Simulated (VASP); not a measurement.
Ta2SiI2O: single point with PBE

Crystal: Ta2SiI2O.

```
Ta Si I O
1.0
     4.10119    0.00000    0.00000
     0.00000    4.10119    0.00000
     0.00000    0.00000    8.88112
Ta Si I O
2 1 2 1
Direct
  0.50000 0.00000 0.94589
  0.00000 0.50000 0.94589
  0.50000 0.50000 0.12251
  0.50000 0.50000 0.69119
  0.00000 0.00000 0.40522
  0.00000 0.00000 0.88929
```

```json
{
 "Program": "VASP 6.6.1",
 "Task": "single point",
 "Functional": "PBE",
 "Potentials or basis": "VASP PAW PBE potentials, release 64 (Ta_pv, Si, I, O)",
 "Cutoff": "520 eV",
 "k mesh": "8 × 8 × 4",
 "Occupations": "gaussian, width 0.1 eV",
 "Spin": "no spin polarisation"
}
```

| Property | Result |
| --- | --- |
| Pressure | 0.1 GPa |
| Largest force | 0.013 eV/Å |
| Band gap on the k mesh | zero (bands 23 and 24 overlap by 0.48 eV) |

Forces on the atoms (eV/Å):
```
Ta   0.000  0.000  0.005
Ta   0.000  0.000  0.005
Si   0.000  0.000  0.013
I    0.000  0.000 -0.013
I    0.000  0.000  0.001
O    0.000  0.000 -0.012
```

Stress tensor (GPa, compression positive):
```
0.16 0.00 0.00
0.00 0.16 0.00
0.00 0.00 0.02
```

Levels at points of the mesh, in eV from the Fermi level:
| k point | band 19 | band 20 | band 21 | band 22 | band 23 | band 24 | band 25 | band 26 | band 27 | band 28 |
| --- | --- | --- | --- | --- | --- | --- | --- | --- | --- | --- |
| (0.00, 0.00, 0.00) | -1.78 | -1.78 | -0.81 | -0.02 | -0.02 | 0.08 | 1.41 | 2.18 | 2.18 | 3.34 |
| (0.50, 0.00, 0.00) | -2.04 | -1.51 | -0.52 | -0.51 | 0.05 | 0.27 | 0.30 | 0.71 | 1.72 | 2.01 |
| (0.50, 0.50, 0.00) | -1.86 | -1.86 | -1.16 | -0.51 | -0.51 | -0.41 | 0.04 | 1.97 | 2.47 | 2.51 |
| (0.00, 0.00, 0.50) | -1.65 | -1.65 | -0.92 | -0.23 | -0.23 | 0.08 | 1.01 | 2.18 | 2.18 | 3.34 |
| (0.50, 0.00, 0.50) | -2.04 | -1.13 | -0.95 | -0.53 | 0.06 | 0.31 | 0.35 | 0.82 | 1.64 | 1.88 |
| (0.50, 0.50, 0.50) | -1.66 | -1.66 | -1.30 | -0.39 | -0.28 | -0.28 | 0.13 | 1.97 | 2.47 | 2.50 |

It took 7.7 min on 1 thread of Intel Xeon 8259CL, on a shared host, peak memory 0.4 GiB.

Caveat: spin-orbit coupling is left out, which moves the levels of the heavy elements.
